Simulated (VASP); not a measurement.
# CdF2 (Fm-3m) in VASP: a series of runs, part 3 of 3

VASP 6.6.1.

**4. Relaxation of cell and atoms, r2SCAN**

POSCAR

```
CdF2
1.0
    0.0000000000      2.7048280000      2.7048280000
    2.7048280000      0.0000000000      2.7048280000
    2.7048280000      2.7048280000      0.0000000000
Cd F
1 2
Direct
    0.0000000000      0.0000000000      0.0000000000
    0.2500000000      0.2500000000      0.2500000000
    0.7500000000      0.7500000000      0.7500000000
```

INCAR.step1

```
SYSTEM = CdF2
PREC     = Accurate       ! precision mode
ENCUT    = 600            ! plane-wave cutoff, eV
ISMEAR   = -1             ! smearing method
SIGMA    = 0.0521         ! smearing width, eV
LREAL    = .False.        ! projectors in reciprocal space
LASPH    = .True.         ! aspherical terms in the spheres
NELM     = 60             ! most SCF steps
GGA      = PE             ! functional
ALGO     = Normal         ! electronic algorithm
EDIFF    = 1E-4           ! SCF threshold, eV
LWAVE    = .True.         ! write WAVECAR
LCHARG   = .False.        ! write CHGCAR
```

INCAR.step2

```
SYSTEM = CdF2
PREC     = Accurate       ! precision mode
ENCUT    = 600            ! plane-wave cutoff, eV
EDIFF    = 1E-6           ! SCF threshold, eV
ISMEAR   = -1             ! smearing method
SIGMA    = 0.0521         ! smearing width, eV
LREAL    = .False.        ! projectors in reciprocal space
LASPH    = .True.         ! aspherical terms in the spheres
NELM     = 60             ! most SCF steps
ALGO     = Normal         ! electronic algorithm
ISIF     = 3              ! what is computed and relaxed
LWAVE    = .False.        ! write WAVECAR
LCHARG   = .False.        ! write CHGCAR
METAGGA  = R2SCAN         ! meta-GGA
LMIXTAU  = .True.       
IBRION   = 2              ! ionic algorithm
NSW      = 60             ! ionic steps
EDIFFG   = -0.01          ! ionic threshold
ISTART   = 1
```

KPOINTS

```
Automatic mesh
0
Gamma
  6 6 6
  0 0 0
```

Potentials or basis: VASP PAW PBE potentials, release 64 (Cd, F).

On the command line:

```
$ cat potpaw_PBE.64/Cd/POTCAR potpaw_PBE.64/F/POTCAR > POTCAR
$ cp INCAR.step1 INCAR
$ mpirun -np 1 vasp_std > vasp.out
$ cp INCAR.step2 INCAR
$ mpirun -np 1 vasp_std > vasp.out
```

OUTCAR:

```text
SYSTEM = CdF2
   PREC = Accurate
   ENCUT = 600
   EDIFF = 1E-6
   ISMEAR = -1
   LREAL = .False.
   LASPH = .True.
   NELM = 60
   ISIF = 3
   METAGGA = R2SCAN
   IBRION = 2
   NSW = 60
   EDIFFG = -0.01
   ISTART = 1

 ion  position               nearest neighbor table
   1  0.000  0.000  0.000-   2 2.34   3 2.34   3 2.34   3 2.34   3 2.34   2 2.34   2 2.34   2 2.34

   2  0.250  0.250  0.250-   1 2.34   1 2.34   1 2.34   1 2.34
   3  0.750  0.750  0.750-   1 2.34   1 2.34   1 2.34   1 2.34

  LATTYP: Found a face centered cubic cell.
 ALAT       =     5.4096560000

  Lattice vectors:

 A1 = (   0.0000000000,   2.7048280000,   2.7048280000)
 A2 = (   2.7048280000,   0.0000000000,   2.7048280000)
 A3 = (   2.7048280000,   2.7048280000,   0.0000000000)

Analysis of symmetry for initial positions (statically):
=====================================================================
 Subroutine PRICEL returns:
 Original cell was already a primitive cell.

 Routine SETGRP: Setting up the symmetry group for a
 face centered cubic supercell.

 Subroutine GETGRP returns: Found 48 space group operations
 (whereof 48 operations were pure point group operations)
 out of a pool of 48 trial point group operations.

The static configuration has the point symmetry O_h .

Analysis of symmetry for dynamics (positions and initial velocities):
=====================================================================
 Subroutine PRICEL returns:
 Original cell was already a primitive cell.

 Routine SETGRP: Setting up the symmetry group for a
 face centered cubic supercell.

 Subroutine GETGRP returns: Found 48 space group operations
 (whereof 48 operations were pure point group operations)
 out of a pool of 48 trial point group operations.

The dynamic configuration has the point symmetry O_h .

 Subroutine INISYM returns: Found 48 space group operations
 (whereof 48 operations are pure point group operations),
[... 95 lines left out ...]
   ISIF   =      3    stress and relaxation
   ISYM   =      2    0-nonsym 1-usesym 2-fastsym
   POTIM  = 0.5000    time-step for ionic-motion
   TEBEG  =    0.0;   TEEND  =   0.0 temperature during run
   PSTRESS=    0.0 pullay stress
   NELECT =      26.0000    total number of electrons
   NUPDOWN=      -1.0000    fix difference up-down
   EMIN   =  10.00;   EMAX   =-10.00  energy-range for DOS
   EFERMI =   0.00;   METHOD = LEGACY
   ISMEAR =    -1;   SIGMA  =   0.05  broadening in eV -4-tet -1-fermi 0-gaus
   EFERMI_NEDOS =   21; number of points for ismear=-14 and -15
   IALGO  =     38    algorithm
   IMIX   =      4    mixing-type and parameters
     AMIX     =   0.40;   BMIX     =  1.00
     AMIX_MAG =   1.60;   BMIX_MAG =  1.00
  volume/ion in A,a.u.               =      13.19        89.03
  Fermi-wavevector in a.u.,A,eV,Ry     =   1.423147  2.689357 27.556507  2.025346
  Thomas-Fermi vector in A             =   2.543775
   LORBIT       =      0    0 simple, 1 ext, 2 COOP (PROOUT), +10 PAW based schemes
   METAGGA = R2SCAN    functional components
   LHFCALC =     F    Hartree Fock is set to
   AEXX    =    0.0000 exact exchange contribution
   IVDW    =     0    specifies the selected vdW correction
   LEPSILON=     F    determine dielectric tensor
   LRPA    =     F    only Hartree local field effects (RPA)
 conjugate gradient relaxation of ions
 non-spin polarized calculation
  energy-cutoff  :      600.00
  volume of cell :       39.58
 maximum number of plane-waves:      1363
 NGX is ok and might be reduce to    32
   NGX = 15   NGY = 15   NGZ = 15

--------------------------------------- Ionic step        1  -------------------------------------------

 number of electron      25.9999988 magnetization

 Free energy of the ion-electron system (eV)
  ---------------------------------------------------
  ext. energy  EPLUGINS =         0.00000000
  ---------------------------------------------------
  free energy    TOTEN  =       -33.72611233 eV

  energy without entropy =      -33.72611233  energy(sigma->0) =      -33.72611233

------------------------ aborting loop because EDIFF is reached ----------------------------------------

  FORCE on cell =-STRESS in cart. coord.  units (eV):
  Direction    XX          YY          ZZ          XY          YZ          ZX
  --------------------------------------------------------------------------------------
  -------------------------------------------------------------------------------------
  Total       -0.1427616     -0.1427616     -0.1427616      0.0000000      0.0000000      0.0000000
  in kB       -5.7792722     -5.7792722     -5.7792722      0.0000000      0.0000000      0.0000000
  external PRESSURE =      -5.7792722 kB  Pullay stress =       0.0000000 kB
[... 61 lines left out ...]
--------------------------------------- Ionic step        3  -------------------------------------------

 number of electron      25.9999990 magnetization

 Free energy of the ion-electron system (eV)
  ---------------------------------------------------
  ext. energy  EPLUGINS =         0.00000000
  ---------------------------------------------------
  free energy    TOTEN  =       -33.72649543 eV

  energy without entropy =      -33.72649543  energy(sigma->0) =      -33.72649543

 E-fermi :  -0.8210     XC(G=0): -11.0088

 val. band max:       -1.9417075162   @ k =  -0.3333   0.5000   0.1667
 cond. band min:       1.8061861213   @ k =   0.0000   0.0000   0.0000
 fundamental gap:      3.7478936376
 Fermi energy:        -0.8209677800

 k-point     1 :       0.0000    0.0000    0.0000
  band No.  band energies     occupation
      1     -23.8240      2.00000
      2     -22.7752      2.00000
      3      -7.5296      2.00000
      4      -7.5295      2.00000
      5      -7.5295      2.00000
      6      -6.3213      2.00000
[... 339 lines left out ...]
  FREE ENERGIE OF THE ION-ELECTRON SYSTEM (eV)
  ---------------------------------------------------
  free  energy   TOTEN  =       -33.7264954271 eV

  energy  without entropy=      -33.7264954270  energy(sigma->0) =      -33.72649543

 reached required accuracy - stopping structural energy minimisation
```

OUTCAR.step1:

```text
SYSTEM = CdF2
   PREC = Accurate
   ENCUT = 600
   ISMEAR = -1
   LREAL = .False.
   LASPH = .True.
   NELM = 60
[... 533 lines left out ...]
      0.00000      0.00000      0.00000         0.000000     -0.000000      0.000000
      1.35241      1.35241      1.35241        -0.000000     -0.000000     -0.000000
      4.05724      4.05724      4.05724         0.000000      0.000000      0.000000
 -----------------------------------------------------------------------------------
    total drift:                                0.000000     -0.000000      0.000000

  FREE ENERGIE OF THE ION-ELECTRON SYSTEM (eV)
  ---------------------------------------------------
  free  energy   TOTEN  =       -10.8799127932 eV

  energy  without entropy=      -10.8799127931  energy(sigma->0) =      -10.87991279
```

Run time: 1.8 min. Hardware: 1 thread of Intel Xeon 8259CL, shared host; peak memory 0.2 GiB.

What came out:

| Item | Value |
| --- | --- |
| Free energy | -33.7265 eV |
| Relaxed volume | 13.12 Å³/atom |
| Relaxed cell | a = 3.819 Å, b = 3.819 Å, c = 3.819 Å, α = 60.00°, β = 60.00°, γ = 60.00° |
| Space group after relaxing (to 0.1 Å) | Fm-3m (No. 225) |
| Energy gained by relaxing | 0.1 meV/atom |
| Ionic steps | 3 |
| Pressure after relaxing | 0.0 GPa |
| Band gap on the k mesh | 3.75 eV (least direct gap 4.24 eV) |

Step by step:
| step | energy change (eV) | largest force (eV/Å) | pressure (GPa) | volume (Å³) |
| --- | --- | --- | --- | --- |
| 1 | 0.0000 | 0.0000 | -0.58 | 39.58 |
| 2 | -0.0003 | 0.0000 | 0.20 | 39.31 |
| 3 | -0.0004 | 0.0000 | 0.01 | 39.37 |

Final structure:
```yaml
crystal:
  lattice:
    - [0.00000, 2.70009, 2.70009]
    - [2.70009, 0.00000, 2.70009]
    - [2.70009, 2.70009, 0.00000]
  atoms:
    - { symbol: Cd, position: [0.00000, 0.00000, 0.00000] }
    - { symbol: F, position: [0.25000, 0.25000, 0.25000] }
    - { symbol: F, position: [0.75000, 0.75000, 0.75000] }
```

Caveat: the PAW data sets were made with another functional, which shifts forces and pressure a little. r2SCAN opens gaps a little over a GGA but as a rule still falls short of measured ones.
